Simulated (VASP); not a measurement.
Rb:

```
Rb
1.0
     5.74000    0.00000    0.00000
     0.00000    4.64000    0.00000
     0.00000    0.00000   12.38000
Rb
4
Direct
  0.04700 0.25000 0.89300
  0.45300 0.75000 0.39300
  0.54700 0.25000 0.60700
  0.95300 0.75000 0.10700
```

Base run:

```yaml
Program: VASP 6.6.1
Functional: r2SCAN
Potentials_or_basis: VASP PAW PBE potentials, release 64 (Rb_sv)
Cutoff: 520 eV
k_mesh: 4 × 5 × 2
Occupations: methfessel-paxton, width 0.15 eV
Spin: no spin polarisation
```

Its results: band gap on the k mesh zero (band 18 reaches 0.72 eV, above the bottom of band 19 at -0.55 eV); pressure 1.0 GPa; largest force 0.696 eV/Å.

Question: The run is repeated on the same cell with these changes: functional from r2SCAN to BLYP; further incar settings from ALGO = Normal; EDIFF = 1e-06; NBANDS = 26 to ALGO = Normal; EDIFF = 1e-07; NBANDS = 26. What comes out?

Answer: Band gap on the k mesh zero (band 18 reaches 1.22 eV, above the bottom of band 19 at -0.06 eV); pressure 1.5 GPa; largest force 0.808 eV/Å.

Caveats: the PAW data sets were made with another functional, which shifts forces and pressure a little.
